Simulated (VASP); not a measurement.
# Pd (Pm-3m) in VASP: a series of runs, part 2 of 2

VASP 6.6.1. The steps go on from the part before.

### 4 Single point, PBEsol, collinear spin

This run uses another cell than the first one, of 16.90 Å³/atom.

INCAR

```
  PREC = Accurate
  ENCUT = 520
  EDIFF = 1E-7
  ISMEAR = -1
  SIGMA = 0.05
  LREAL = False
  LASPH = True
  NELM = 150
  ALGO = Normal
  ISIF = 2
  LWAVE = False
  LCHARG = False
  ISPIN = 2
  MAGMOM = 0.5
  LORBIT = 11
  LMAXMIX = 4
  GGA = PS
  NBANDS = 15
```

KPOINTS

```
Automatic mesh
0
Gamma
  20 20 20
```

POSCAR

```
Pd
1.0
    2.5662104845      0.0000000000      0.0000000000
    0.0000000000      2.5662104845      0.0000000000
    0.0000000000      0.0000000000      2.5662104845
Pd
1
Direct
    0.0000000000      0.0000000000      0.0000000000
```

Potentials or basis: VASP PAW PBE potentials, release 64 (Pd).

On the command line:

```bash
cat potpaw_PBE.64/Pd/POTCAR > POTCAR
mpirun -np 1 vasp_std > vasp.out
```

OUTCAR:

```text
PREC = Accurate
   ENCUT = 520
   EDIFF = 1E-7
   ISMEAR = -1
   LREAL = False
   LASPH = True
   NELM = 150
   ISIF = 2
   ISPIN = 2
   LORBIT = 11
   GGA = PS

 ion  position               nearest neighbor table
   1  0.000  0.000  0.000-

  LATTYP: Found a simple cubic cell.
 ALAT       =     2.5662104845

  Lattice vectors:

 A1 = (   2.5662104845,   0.0000000000,   0.0000000000)
 A2 = (   0.0000000000,   2.5662104845,   0.0000000000)
 A3 = (   0.0000000000,   0.0000000000,   2.5662104845)

Analysis of symmetry for initial positions (statically):
=====================================================================
 Subroutine PRICEL returns:
 Original cell was already a primitive cell.

 Routine SETGRP: Setting up the symmetry group for a
 simple cubic supercell.

 Subroutine GETGRP returns: Found 48 space group operations
 (whereof 48 operations were pure point group operations)
 out of a pool of 48 trial point group operations.

The static configuration has the point symmetry O_h .

Analysis of symmetry for dynamics (positions and initial velocities):
=====================================================================
 Subroutine PRICEL returns:
 Original cell was already a primitive cell.

 Routine SETGRP: Setting up the symmetry group for a
 simple cubic supercell.

 Subroutine GETGRP returns: Found 48 space group operations
 (whereof 48 operations were pure point group operations)
 out of a pool of 48 trial point group operations.

The dynamic configuration has the point symmetry O_h .

Analysis of structural, dynamic, and magnetic symmetry:
=====================================================================
 Subroutine PRICEL returns:
 Original cell was already a primitive cell.

 Routine SETGRP: Setting up the symmetry group for a
 simple cubic supercell.

 Subroutine GETGRP returns: Found 48 space group operations
 (whereof 48 operations were pure point group operations)
 out of a pool of 48 trial point group operations.

The overall configuration has the point symmetry O_h .

 Subroutine INISYM returns: Found 48 space group operations
 (whereof 48 operations are pure point group operations),
 and found     1 'primitive' translations

----------------------------------------------------------------------------------------

                                     Primitive cell

  volume of cell :      16.8996

  direct lattice vectors                    reciprocal lattice vectors
     2.566210484  0.000000000  0.000000000     0.389679649  0.000000000  0.000000000
     0.000000000  2.566210484  0.000000000     0.000000000  0.389679649  0.000000000
     0.000000000  0.000000000  2.566210484     0.000000000  0.000000000  0.389679649

  length of vectors
     2.566210484  2.566210484  2.566210484     0.389679649  0.389679649  0.389679649

  position of ions in fractional coordinates (direct lattice)
     0.000000000  0.000000000  0.000000000

  ion indices of the primitive-cell ions
   primitive index   ion index
                 1           1

----------------------------------------------------------------------------------------

 KPOINTS: Automatic mesh

Automatic generation of k-mesh.
 Grid dimensions read from file:
 generate k-points for:   20   20   20

 Generating k-lattice:

  Cartesian coordinates                     Fractional coordinates (reciprocal lattice)
     0.019483982  0.000000000  0.000000000     0.050000000  0.000000000  0.000000000
[... 65 lines left out ...]
   ISIF   =      2    stress and relaxation
   ISYM   =      2    0-nonsym 1-usesym 2-fastsym
   POTIM  = 0.5000    time-step for ionic-motion
   TEBEG  =    0.0;   TEEND  =   0.0 temperature during run
   PSTRESS=    0.0 pullay stress
   NELECT =      10.0000    total number of electrons
   NUPDOWN=      -1.0000    fix difference up-down
   EMIN   =  10.00;   EMAX   =-10.00  energy-range for DOS
   EFERMI =   0.00;   METHOD = LEGACY
   ISMEAR =    -1;   SIGMA  =   0.05  broadening in eV -4-tet -1-fermi 0-gaus
   EFERMI_NEDOS =   21; number of points for ismear=-14 and -15
   IALGO  =     38    algorithm
   IMIX   =      4    mixing-type and parameters
     AMIX     =   0.40;   BMIX     =  1.00
     AMIX_MAG =   1.60;   BMIX_MAG =  1.00
  volume/ion in A,a.u.               =      16.90       114.04
  Fermi-wavevector in a.u.,A,eV,Ry     =   1.374409  2.597256 25.701395  1.888999
  Thomas-Fermi vector in A             =   2.499838
   LORBIT       =     11    0 simple, 1 ext, 2 COOP (PROOUT), +10 PAW based schemes
   GGA     = PS    functional components
   LHFCALC =     F    Hartree Fock is set to
   AEXX    =    0.0000 exact exchange contribution
   IVDW    =     0    specifies the selected vdW correction
   LEPSILON=     F    determine dielectric tensor
   LRPA    =     F    only Hartree local field effects (RPA)
 spin polarized calculation
  energy-cutoff  :      520.00
  volume of cell :       16.90
 maximum number of plane-waves:       480
 NGX is ok and might be reduce to    20
   NGX =  9   NGY =  9   NGZ =  9

 number of electron      10.0000000 magnetization      -0.0041438

 number of electron      10.0000000 magnetization       0.0001645

 Free energy of the ion-electron system (eV)
  ---------------------------------------------------
  ext. energy  EPLUGINS =         0.00000000
  ---------------------------------------------------
  free energy    TOTEN  =        -5.37139601 eV

  energy without entropy =       -5.35796039  energy(sigma->0) =       -5.36467820

 E-fermi :   7.7610     XC(G=0): -12.4280

 val. band max:        7.7604661851   @ k =   0.3500   0.1000   0.0000
 cond. band min:       7.7648552685   @ k =   0.2000   0.0500   0.0500
 fundamental gap:      0.0043890834
 Fermi energy:         7.7609641625

 spin component 1

 k-point     1 :       0.0000    0.0000    0.0000
  band No.  band energies     occupation
      1       1.3853      1.00000
      2       2.9062      1.00000
      3       2.9062      1.00000
      4       7.8021      0.30533
      5       7.8021      0.30533
      6       7.8021      0.30532
      7      24.5133      0.00000
      8      24.5133      0.00000
      9      24.5133      0.00000
     10      31.1341      0.00000
     11      31.1341      0.00000
     12      31.2455      0.00000
     13      34.5230      0.00000
     14      38.1391      0.00000
[... 403 lines left out ...]
      4       6.9884      1.00000
      5       7.1793      0.99999
      6       7.6822      0.82861
      7      19.8645      0.00000
      8      23.9706      0.00000
      9      26.6252      0.00000
     10      29.3272      0.00000
     11      32.7079      0.00000
     12      34.3604      0.00000
     13      36.3074      0.00000
     14      38.6377      0.00000
     15      38.6642      0.00000

 [... further k-points ...]

 spin component 2

 k-point     1 :       0.0000    0.0000    0.0000
  band No.  band energies     occupation
      1       1.3853      1.00000
      2       2.9062      1.00000
      3       2.9062      1.00000
      4       7.8024      0.30376
      5       7.8024      0.30376
      6       7.8024      0.30376
      7      24.5135      0.00000
      8      24.5135      0.00000
      9      24.5135      0.00000
     10      31.1340      0.00000
     11      31.1340      0.00000
     12      31.2453      0.00000
     13      34.5231      0.00000
     14      38.1392      0.00000
[... 403 lines left out ...]
      4       6.9887      1.00000
      5       7.1797      0.99999
      6       7.6825      0.82756
      7      19.8645      0.00000
      8      23.9706      0.00000
      9      26.6254      0.00000
     10      29.3271      0.00000
     11      32.7079      0.00000
     12      34.3605      0.00000
     13      36.3074      0.00000
     14      38.6378      0.00000
     15      38.6643      0.00000

 [... further k-points ...]
[... 5 lines left out ...]
  --------------------------------------------------------------------------------------
  -------------------------------------------------------------------------------------
  Total       -0.0472719     -0.0472719     -0.0472719      0.0000000     -0.0000000     -0.0000000
  in kB       -4.4816430     -4.4816430     -4.4816430      0.0000000     -0.0000000     -0.0000000
  external PRESSURE =      -4.4816430 kB  Pullay stress =       0.0000000 kB

 VOLUME and BASIS-vectors are now :
 -----------------------------------------------------------------------------
  energy-cutoff  :      520.00
  volume of cell :       16.90
      direct lattice vectors                 reciprocal lattice vectors
     2.566210484  0.000000000  0.000000000     0.389679649  0.000000000  0.000000000
     0.000000000  2.566210484  0.000000000     0.000000000  0.389679649  0.000000000
     0.000000000  0.000000000  2.566210484     0.000000000  0.000000000  0.389679649

 POSITION                                       TOTAL-FORCE (eV/Angst)
 -----------------------------------------------------------------------------------
      0.00000      0.00000      0.00000         0.000000      0.000000      0.000000
 -----------------------------------------------------------------------------------
    total drift:                                0.000000      0.000000      0.000000

  FREE ENERGIE OF THE ION-ELECTRON SYSTEM (eV)
  ---------------------------------------------------
  free  energy   TOTEN  =        -5.3713960071 eV

  energy  without entropy=       -5.3579603857  energy(sigma->0) =       -5.36467820

 total charge

# of ion       s       p       d       tot
------------------------------------------
    1        0.504   0.379   8.533   9.416

 magnetization (x)

# of ion       s       p       d       tot
------------------------------------------
    1        0.000  -0.000   0.000   0.000
```

OSZICAR:

```text
N       E                     dE             d eps       ncg     rms          rms(c)
DAV:   1     0.465694636099E+02    0.46569E+02   -0.44922E+03 17264   0.580E+02
DAV:   2    -0.479451544299E+01   -0.51364E+02   -0.48848E+02 21885   0.156E+02
DAV:   3    -0.560877433094E+01   -0.81426E+00   -0.81141E+00 22298   0.197E+01
DAV:   4    -0.561177248484E+01   -0.29982E-02   -0.29980E-02 20989   0.124E+00
DAV:   5    -0.561179963621E+01   -0.27151E-04   -0.27151E-04 22636   0.108E-01    0.683E+00
DAV:   6    -0.538198622700E+01    0.22981E+00   -0.94746E-01 23558   0.620E+00    0.330E+00
DAV:   7    -0.537504624536E+01    0.69400E-02   -0.61100E-03 20604   0.617E-01    0.184E+00
DAV:   8    -0.537137361296E+01    0.36726E-02   -0.16896E-03 22634   0.215E-01    0.479E-01
DAV:   9    -0.537137329903E+01    0.31393E-06   -0.53099E-05 22008   0.447E-02    0.532E-02
DAV:  10    -0.537139245521E+01   -0.19156E-04   -0.23533E-05 22209   0.244E-02    0.204E-02
DAV:  11    -0.537139593401E+01   -0.34788E-05   -0.45707E-06 22466   0.122E-02    0.463E-03
DAV:  12    -0.537139600711E+01   -0.73100E-07   -0.21635E-07 21167   0.312E-03
   1 F= -.53713960E+01 E0= -.53646782E+01  d E =-.134356E-01  mag=     0.0004
```

It took 2 min on 1 thread of Intel Xeon 8259CL, shared host; peak memory 0.22 GiB.

Results:

* Free energy: -5.3714 eV
* Pressure: -0.4 GPa
* Band gap on the k mesh: zero (filled and empty bands overlap)
* Net moment: 0.00 μB per cell
* Valence electrons inside the program's atomic spheres: Pd 9.42

Caveat: the PAW data sets were made with another functional, which shifts forces and pressure a little.

### 5 Summary

```csv
cell,k mesh,gap on the mesh (eV),pressure (GPa),moment (μB)
"a = 2.633 Å, 1 atom",14 × 14 × 14,none,-9.5,0.00
"a = 2.665 Å, 1 atom",14 × 14 × 14,none,-12.6,0.00
"a = 2.566 Å, 1 atom",20 × 20 × 20,none,-0.4,0.00
```

Alike in all rows: task single point; level PBEsol; potentials or basis VASP PAW PBE potentials, release 64 (Pd); spin collinear; cutoff (eV) 520; smearing fermi-dirac 0.05 eV.

Caveats: the PAW data sets were made with another functional, which shifts forces and pressure a little; the cell stands under tension (at least some runs).

Absolute energies hang on the potentials; compare differences alone.
